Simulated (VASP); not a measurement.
# WSe2 (P6_3/mmc) in VASP: a series of runs

The runs below take WSe2 through single point, with PBE.

Program: VASP 6.6.1. These are calculated values, not measurements. Logs are shortened: lines on timing, memory, paths and dates and some standing lists are left out, and cuts for length are marked.

**1. The cell of the first run**

Symmetry: P6_3/mmc, No. 194, hexagonal system. Conventional cell: a = 3.221 Å, b = 3.221 Å, c = 15.590 Å, α = 90.00°, β = 90.00°, γ = 120.00°. Within 3.3 Å of W (site symmetry -6m2) lie 6 Se at 2.53 Å and 6 W at 3.22 Å. Within 3.3 Å of Se (site symmetry 3m) lie 3 W at 2.53 Å and 6 Se at 3.22 Å.

**2. Single point, PBE**

INCAR reads:

```
SYSTEM = WSe2
  ALGO = Normal
  EDIFF = 1E-6
  ENCUT = 520
  GGA = PE
  ISIF = 2
  ISMEAR = 0
  LASPH = .True.
  LCHARG = .False.
  LREAL = .False.
  LWAVE = .False.
  NBANDS = 35
  NELM = 80
  PREC = Accurate
  SIGMA = 0.02
```

KPOINTS reads:

```
k-points
0
Gamma
  12 12 2
  0 0 0
```

POSCAR reads:

```
WSe2
1.0
    3.2213570789      0.0000000000      0.0000000000
   -1.6106785395      2.7897770650      0.0000000000
    0.0000000000      0.0000000000     15.5897813239
W Se
2 4
Direct
    0.6666666667      0.3333333333      0.7500000000
    0.3333333333      0.6666666667      0.2500000000
    0.3333333333      0.6666666667      0.8600830398
    0.6666666667      0.3333333333      0.3600830398
    0.3333333333      0.6666666667      0.6399169602
    0.6666666667      0.3333333333      0.1399169602
```

Potentials or basis: VASP PAW PBE potentials, release 64 (W_sv, Se).

On the command line:

```
$ cat potpaw_PBE.64/W_sv/POTCAR potpaw_PBE.64/Se/POTCAR > POTCAR
$ mpirun -np 1 vasp_std > vasp.out
```

OUTCAR:

```text
SYSTEM = WSe2
   EDIFF = 1E-6
   ENCUT = 520
   GGA = PE
   ISIF = 2
   ISMEAR = 0
   LASPH = .True.
   LREAL = .False.
   NELM = 80
   PREC = Accurate

 ion  position               nearest neighbor table
   1  0.667  0.333  0.750-   3 2.53   5 2.53   3 2.53   5 2.53   3 2.53   5 2.53
   2  0.333  0.667  0.250-   4 2.53   6 2.53   4 2.53   6 2.53   4 2.53   6 2.53
   3  0.333  0.667  0.860-   1 2.53   1 2.53   1 2.53
   4  0.667  0.333  0.360-   2 2.53   2 2.53   2 2.53
   5  0.333  0.667  0.640-   1 2.53   1 2.53   1 2.53
   6  0.667  0.333  0.140-   2 2.53   2 2.53   2 2.53

  LATTYP: Found a hexagonal cell.
 ALAT       =     3.2213570789
 C/A-ratio  =     4.8395073697

  Lattice vectors:

 A1 = (   3.2213570789,   0.0000000000,   0.0000000000)
 A2 = (  -1.6106785395,   2.7897770650,   0.0000000000)
 A3 = (   0.0000000000,   0.0000000000,  15.5897813239)

Analysis of symmetry for initial positions (statically):
=====================================================================
 Subroutine PRICEL returns:
 Original cell was already a primitive cell.

 Routine SETGRP: Setting up the symmetry group for a
 hexagonal supercell.

 Subroutine GETGRP returns: Found 24 space group operations
 (whereof 12 operations were pure point group operations)
 out of a pool of 24 trial point group operations.

The static configuration has the point symmetry D_3d.
 The point group associated with its full space group is D_6h.

Analysis of symmetry for dynamics (positions and initial velocities):
=====================================================================
 Subroutine PRICEL returns:
 Original cell was already a primitive cell.

 Routine SETGRP: Setting up the symmetry group for a
 hexagonal supercell.

 Subroutine GETGRP returns: Found 24 space group operations
 (whereof 12 operations were pure point group operations)
 out of a pool of 24 trial point group operations.

The dynamic configuration has the point symmetry D_3d.
 The point group associated with its full space group is D_6h.

 Subroutine INISYM returns: Found 24 space group operations
 (whereof 12 operations are pure point group operations),
 and found     1 'primitive' translations

----------------------------------------------------------------------------------------

                                     Primitive cell

  volume of cell :     140.1033

  direct lattice vectors                    reciprocal lattice vectors
     3.221357079  0.000000000  0.000000000     0.310428175  0.179225791  0.000000000
    -1.610678540  2.789777065  0.000000000     0.000000000  0.358451581  0.000000000
     0.000000000  0.000000000 15.589781324     0.000000000  0.000000000  0.064144582

  length of vectors
     3.221357079  3.221357079 15.589781324     0.358451581  0.358451581  0.064144582

  position of ions in fractional coordinates (direct lattice)
     0.666666667  0.333333333  0.750000000
     0.333333333  0.666666667  0.250000000
     0.333333333  0.666666667  0.860083040
     0.666666667  0.333333333  0.360083040
     0.333333333  0.666666667  0.639916960
     0.666666667  0.333333333  0.139916960

  ion indices of the primitive-cell ions
   primitive index   ion index
                 1           1
                 2           2
                 3           3
                 4           4
                 5           5
                 6           6

----------------------------------------------------------------------------------------

 KPOINTS: k-points

Automatic generation of k-mesh.
 Grid dimensions read from file:
 generate k-points for:   12   12    2

 Generating k-lattice:

  Cartesian coordinates                     Fractional coordinates (reciprocal lattice)
     0.025869015  0.014935483  0.000000000     0.083333333  0.000000000  0.000000000
     0.000000000  0.029870965  0.000000000     0.000000000  0.083333333  0.000000000
     0.000000000  0.000000000  0.032072291     0.000000000  0.000000000  0.500000000

  Length of vectors
     0.029870965  0.029870965  0.032072291

  Shift w.r.t. Gamma in fractional coordinates (k-lattice)
     0.000000000  0.000000000  0.000000000

 Subroutine IBZKPT returns following result:
 ===========================================

 Found     38 irreducible k-points:

 Following reciprocal coordinates:
            Coordinates               Weight
  0.000000  0.000000  0.000000      1.000000
  0.083333  0.000000  0.000000      6.000000
  0.166667  0.000000  0.000000      6.000000
  0.250000 -0.000000  0.000000      6.000000
  0.333333  0.000000  0.000000      6.000000
  0.416667 -0.000000  0.000000      6.000000
[... 16 lines left out ...]
  0.250000 -0.000000  0.500000      6.000000
  0.333333  0.000000  0.500000      6.000000
 [... further k-points ...]
   k-points           NKPTS =     38   k-points in BZ     NKDIM =     38   number of bands    NBANDS=     35
   number of dos      NEDOS =    301   number of ions     NIONS =      6
   total plane-waves  NPLWV =  69120
   dimension x,y,z NGX =    24 NGY =   24 NGZ =  120
   dimension x,y,z NGXF=    48 NGYF=   48 NGZF=  240
   ions per type =               2   4
   NGX,Y,Z   is equivalent  to a cutoff of  12.39, 12.39, 12.80 a.u.
   NGXF,Y,Z  is equivalent  to a cutoff of  24.77, 24.77, 25.59 a.u.
 SYSTEM =  WSe2
   PREC   = accura    normal or accurate (medium, high low for compatibility)
   ISTART =      0    job   : 0-new  1-cont  2-samecut
   ICHARG =      2    charge: 1-file 2-atom 10-const
   ISPIN  =      1    spin polarized calculation?
   LNONCOLLINEAR =      F non collinear calculations
   LSORBIT =      F    spin-orbit coupling
   LASPH  =      T    aspherical Exc in radial PAW
   ENCUT  =  520.0 eV  38.22 Ry    6.18 a.u.   5.99  5.99 28.99*2*pi/ulx,y,z
   NELM   =     80;   NELMIN=  2; NELMDL= -5     # of ELM steps
   EDIFF  = 0.1E-05   stopping-criterion for ELM
   LREAL  =      F    real-space projection
   EDIFFG = 0.1E-04   stopping-criterion for IOM
   NSW    =      0    number of steps for IOM
   IBRION =     -1    ionic relax: 0-MD 1-quasi-New 2-CG
   NFREE  =      0    steps in history (QN), initial steepest desc. (CG)
   ISIF   =      2    stress and relaxation
   ISYM   =      2    0-nonsym 1-usesym 2-fastsym
   POTIM  = 0.5000    time-step for ionic-motion
   TEBEG  =    0.0;   TEEND  =   0.0 temperature during run
   PSTRESS=    0.0 pullay stress
   NELECT =      52.0000    total number of electrons
   NUPDOWN=      -1.0000    fix difference up-down
   EMIN   =  10.00;   EMAX   =-10.00  energy-range for DOS
   EFERMI =   0.00;   METHOD = LEGACY
   ISMEAR =     0;   SIGMA  =   0.02  broadening in eV -4-tet -1-fermi 0-gaus
   EFERMI_NEDOS =   21; number of points for ismear=-14 and -15
   IALGO  =     38    algorithm
   IMIX   =      4    mixing-type and parameters
     AMIX     =   0.40;   BMIX     =  1.00
     AMIX_MAG =   1.60;   BMIX_MAG =  1.00
  volume/ion in A,a.u.               =      23.35       157.58
  Fermi-wavevector in a.u.,A,eV,Ry     =   1.176503  2.223269 18.832640  1.384160
  Thomas-Fermi vector in A             =   2.312866
   LORBIT       =      0    0 simple, 1 ext, 2 COOP (PROOUT), +10 PAW based schemes
   GGA     = PE    functional components
   LHFCALC =     F    Hartree Fock is set to
   AEXX    =    0.0000 exact exchange contribution
   IVDW    =     0    specifies the selected vdW correction
   LEPSILON=     F    determine dielectric tensor
   LRPA    =     F    only Hartree local field effects (RPA)
 non-spin polarized calculation
 Gauss-broadening in eV      SIGMA  =   0.02
  energy-cutoff  :      520.00
  volume of cell :      140.10
 maximum number of plane-waves:      3822
 NGX is ok and might be reduce to    24
   NGX = 11   NGY = 11   NGZ = 57

 number of electron      52.0000010 magnetization

 Free energy of the ion-electron system (eV)
  ---------------------------------------------------
  ext. energy  EPLUGINS =         0.00000000
  ---------------------------------------------------
  free energy    TOTEN  =       -43.08797206 eV

  energy without entropy =      -43.08797206  energy(sigma->0) =      -43.08797206

 E-fermi :   4.7868     XC(G=0):  -9.6707

 val. band max:        4.5435472564   @ k =   0.3333   0.3333   0.0000
 cond. band min:       5.8534549441   @ k =   0.1667   0.1667   0.0000
 fundamental gap:      1.3099076877
 Fermi energy:         4.7868068591

 k-point     1 :       0.0000    0.0000    0.0000
  band No.  band energies     occupation
      1     -69.4532      2.00000
      2     -69.4531      2.00000
      3     -33.7416      2.00000
      4     -33.7416      2.00000
      5     -33.5385      2.00000
      6     -33.5385      2.00000
[... 27 lines left out ...]
     34       7.7974      0.00000
     35       9.0965      0.00000

 k-point     2 :       0.0833    0.0000    0.0000
  band No.  band energies     occupation
      1     -69.4523      2.00000
      2     -69.4522      2.00000
      3     -33.7379      2.00000
      4     -33.7379      2.00000
      5     -33.5580      2.00000
      6     -33.5580      2.00000
[... 27 lines left out ...]
     34       7.8790      0.00000
     35       9.6115      0.00000

 k-point     3 :       0.1667    0.0000    0.0000
  band No.  band energies     occupation
      1     -69.4497      2.00000
      2     -69.4497      2.00000
      3     -33.7278      2.00000
      4     -33.7278      2.00000
      5     -33.6111      2.00000
      6     -33.6111      2.00000
[... 27 lines left out ...]
     34       8.2727      0.00000
     35      10.1712      0.00000
[... 723 lines left out ...]
 k-point    23 :       0.2500   -0.0000    0.5000
  band No.  band energies     occupation
      1     -69.4462      2.00000
      2     -69.4462      2.00000
      3     -33.7140      2.00000
      4     -33.7140      2.00000
      5     -33.6828      2.00000
      6     -33.6828      2.00000
[... 27 lines left out ...]
     34       8.6229      0.00000
     35      10.7593      0.00000

 k-point    24 :       0.3333    0.0000    0.5000
  band No.  band energies     occupation
      1     -69.4427      2.00000
      2     -69.4427      2.00000
      3     -33.7536      2.00000
      4     -33.7536      2.00000
      5     -33.7002      2.00000
      6     -33.7002      2.00000
[... 27 lines left out ...]
     34       8.8495      0.00000
     35      10.5823      0.00000

 [... further k-points ...]

------------------------ aborting loop because EDIFF is reached ----------------------------------------

  FORCE on cell =-STRESS in cart. coord.  units (eV):
  Direction    XX          YY          ZZ          XY          YZ          ZX
  --------------------------------------------------------------------------------------
  -------------------------------------------------------------------------------------
  Total        5.6377140      5.6377140      0.3224279     -0.0000000     -0.0000000     -0.0000000
  in kB       64.4711222     64.4711222      3.6871842     -0.0000000     -0.0000000     -0.0000000
  external PRESSURE =      44.2098095 kB  Pullay stress =       0.0000000 kB

 VOLUME and BASIS-vectors are now :
 -----------------------------------------------------------------------------
  energy-cutoff  :      520.00
  volume of cell :      140.10
      direct lattice vectors                 reciprocal lattice vectors
     3.221357079  0.000000000  0.000000000     0.310428175  0.179225791  0.000000000
    -1.610678540  2.789777065  0.000000000     0.000000000  0.358451581  0.000000000
     0.000000000  0.000000000 15.589781324     0.000000000  0.000000000  0.064144582

 POSITION                                       TOTAL-FORCE (eV/Angst)
 -----------------------------------------------------------------------------------
      1.61068      0.92993     11.69234         0.000000      0.000000      0.000000
     -0.00000      1.85985      3.89745        -0.000000     -0.000000      0.000000
     -0.00000      1.85985     13.40851         0.000000      0.000000      0.049290
      1.61068      0.92993      5.61362         0.000000     -0.000000      0.049290
     -0.00000      1.85985      9.97617         0.000000      0.000000     -0.049290
      1.61068      0.92993      2.18127         0.000000     -0.000000     -0.049290
 -----------------------------------------------------------------------------------
    total drift:                               -0.000000      0.000000     -0.000000

  FREE ENERGIE OF THE ION-ELECTRON SYSTEM (eV)
  ---------------------------------------------------
  free  energy   TOTEN  =       -43.0879720558 eV

  energy  without entropy=      -43.0879720558  energy(sigma->0) =      -43.08797206
```

It took 1.7 min on 1 thread of Intel Xeon 6975P-C (Granite Rapids), shared host; peak memory 0.33 GiB.

Results:

```
Free energy            : -43.0880 eV
Pressure               : 4.4 GPa
Largest force          : 0.049 eV/Å
Band gap on the k mesh : 1.31 eV (least direct gap 1.94 eV)
```

Forces in eV/Å, atoms in the order of the input:
```
W    0.000  0.000  0.000
W    0.000  0.000  0.000
Se   0.000  0.000  0.049
Se   0.000  0.000  0.049
Se   0.000  0.000 -0.049
Se   0.000  0.000 -0.049
```

Caveat: the stress differs along the axes, from 0 to 6 GPa; spin-orbit coupling is left out, which moves the levels of the heavy elements; this functional lacks dispersion, which binds layers or chains, so the pressure and a relaxed spacing across them are unreliable. A k mesh can miss the band edges.

**3. Single point, PBE (biaxial strain in the a-b plane: -1.0 %)**

INCAR reads:

```
SYSTEM = WSe2
  PREC = Accurate
  ENCUT = 520
  EDIFF = 1E-6
  ISMEAR = 0
  SIGMA = 0.02
  LREAL = .FALSE.
  LASPH = .TRUE.
  NELM = 60
  ALGO = Normal
  ISIF = 2
  LWAVE = .FALSE.
  LCHARG = .FALSE.
  GGA = PE
  NBANDS = 35
```

KPOINTS reads:

```
Automatic mesh
0
G
  12 12 2
  0 0 0
```

POSCAR reads:

```
WSe2
1.0
    3.2877768125      0.0000000000      0.0000000000
   -1.6438884063      2.8472982416      0.0000000000
    0.0000000000      0.0000000000     15.1340838267
W Se
2 4
Direct
    0.6666666667      0.3333333333      0.7500000000
    0.3333333333      0.6666666667      0.2500000000
    0.3333333333      0.6666666667      0.8615431190
    0.6666666667      0.3333333333      0.3615431190
    0.3333333333      0.6666666667      0.6384568810
    0.6666666667      0.3333333333      0.1384568810
```

Potentials or basis: VASP PAW PBE potentials, release 64 (W_sv, Se).

On the command line:

```
$ cat potpaw_PBE.64/W_sv/POTCAR potpaw_PBE.64/Se/POTCAR > POTCAR
$ mpirun -np 1 vasp_std > vasp.out
```

It took 99 s on 1 thread of Intel Xeon 6975P-C (Granite Rapids), shared host; peak memory 0.33 GiB.

Results (log left out):

```
Free energy            : -43.2364 eV
Pressure               : 1.8 GPa
Largest force          : 0.087 eV/Å
Band gap on the k mesh : 1.41 eV (least direct gap 1.64 eV)
```

Forces in eV/Å, atoms in the order of the input:
```
W    0.000  0.000  0.000
W    0.000  0.000  0.000
Se   0.000  0.000  0.087
Se   0.000  0.000  0.087
Se   0.000  0.000 -0.087
Se   0.000  0.000 -0.087
```

Stress tensor (GPa, compression positive):
```
2.29 0.00 0.00
0.00 2.29 0.00
0.00 0.00 0.68
```

Levels at points of the mesh, in eV from the valence-band top:
| k point | band 23 | band 24 | band 25 | band 26 | band 27 | band 28 | band 29 | band 30 |
| --- | --- | --- | --- | --- | --- | --- | --- | --- |
| (0.00, 0.00, 0.00) | -1.18 | -1.18 | -0.69 | -0.19 | 2.95 | 2.95 | 2.96 | 2.96 |
| (0.50, 0.00, 0.00) | -1.05 | -1.04 | -0.91 | -0.88 | 2.44 | 2.45 | 2.70 | 2.82 |
| (0.00, 0.00, 0.50) | -1.18 | -1.18 | -0.38 | -0.38 | 2.96 | 2.96 | 2.96 | 2.96 |
| (0.50, 0.00, 0.50) | -1.05 | -1.05 | -0.89 | -0.89 | 2.44 | 2.44 | 2.76 | 2.76 |

Caveat: the cell differs from its parent crystal (biaxial strain in the a-b plane: -1.0 %); spin-orbit coupling is left out, which moves the levels of the heavy elements; this functional lacks dispersion, which binds layers or chains, so the pressure and a relaxed spacing across them are unreliable.

**4. Single point, PBE**

This run uses another cell than the first one, of 23.95 Å³/atom.

INCAR reads:

```
PREC = Accurate
ENCUT = 500
EDIFF = 1E-6
ISMEAR = 0
SIGMA = 0.02
LREAL = F
LASPH = T
NELM = 120
ALGO = Normal
ISIF = 2
LWAVE = F
LCHARG = F
GGA = PE
NBANDS = 35
GGA_COMPAT = F
```

KPOINTS reads:

```
Automatic mesh
0
Gamma
  12 12 2
```

POSCAR reads:

```
WSe2
1.0
    3.3209866959      0.0000000000      0.0000000000
   -1.6604933480      2.8760588443      0.0000000000
    0.0000000000      0.0000000000     15.0438377397
W Se
2 4
Direct
    0.6666666667      0.3333333333      0.7500000000
    0.3333333333      0.6666666667      0.2500000000
    0.3333333333      0.6666666667      0.8615429960
    0.6666666667      0.3333333333      0.3615429960
    0.3333333333      0.6666666667      0.6384570040
    0.6666666667      0.3333333333      0.1384570040
```

On the command line:

```
$ cat potpaw_PBE.64/W_sv/POTCAR potpaw_PBE.64/Se/POTCAR > POTCAR
$ mpirun -np 1 vasp_std > vasp.out
```

It took 3.8 min on 1 thread of Intel Xeon Platinum 8259CL at 2.50GHz (Skylake/Cascade Lake), shared host; peak memory 0.33 GiB.

Results (log left out):

* Free energy: -43.2560 eV
* Pressure: 0.3 GPa
* Largest force: 0.045 eV/Å
* Band gap on the k mesh: 1.46 eV (least direct gap 1.52 eV)

Forces in eV/Å, atoms in the order of the input:
```
W    0.000  0.000  0.000
W    0.000  0.000  0.000
Se   0.000  0.000  0.045
Se   0.000  0.000  0.045
Se   0.000  0.000 -0.045
Se   0.000  0.000 -0.045
```

Stress tensor (GPa, compression positive):
```
0.21 0.00 0.00
0.00 0.21 0.00
0.00 0.00 0.35
```

Levels at points of the mesh, in eV from the valence-band top:
| k point | band 23 | band 24 | band 25 | band 26 | band 27 | band 28 | band 29 | band 30 |
| --- | --- | --- | --- | --- | --- | --- | --- | --- |
| (0.00, 0.00, 0.00) | -1.26 | -1.26 | -0.57 | -0.08 | 2.87 | 2.87 | 2.88 | 2.88 |
| (0.50, 0.00, 0.00) | -1.02 | -1.00 | -0.99 | -0.96 | 2.32 | 2.32 | 2.63 | 2.74 |
| (0.00, 0.00, 0.50) | -1.26 | -1.26 | -0.26 | -0.26 | 2.87 | 2.87 | 2.87 | 2.87 |
| (0.50, 0.00, 0.50) | -1.01 | -1.01 | -0.97 | -0.97 | 2.32 | 2.32 | 2.69 | 2.69 |

Caveat: spin-orbit coupling is left out, which moves the levels of the heavy elements; this functional lacks dispersion, which binds layers or chains, so the pressure and a relaxed spacing across them are unreliable.

**5. Summary**

```csv
cell,cutoff (eV),gap on the mesh (eV),pressure (GPa),largest force (eV/Å)
"a = 3.221, b = 3.221, c = 15.590 Å, angles 90.0, 90.0, 120.0°, 6 atoms, atomic positions A",520,1.31,4.4,0.05
"a = 3.288, b = 3.288, c = 15.134 Å, angles 90.0, 90.0, 120.0°, 6 atoms, atomic positions B",520,1.41,1.8,0.09
"a = 3.321, b = 3.321, c = 15.044 Å, angles 90.0, 90.0, 120.0°, 6 atoms, atomic positions B",500,1.46,0.3,0.05
```

Alike in all rows: task single point; level PBE; potentials or basis VASP PAW PBE potentials, release 64 (W_sv, Se); no spin polarisation; k mesh 12 × 12 × 2; smearing gaussian 0.02 eV.

Caveats: spin-orbit coupling is left out, which moves the levels of the heavy elements; this functional lacks dispersion, which binds layers or chains, so the pressure and a relaxed spacing across them are unreliable; the stress differs along the axes, from 0 to 6 GPa (at least some runs).

Total energies depend on the potentials used, so only differences within one code and one set of settings carry meaning.
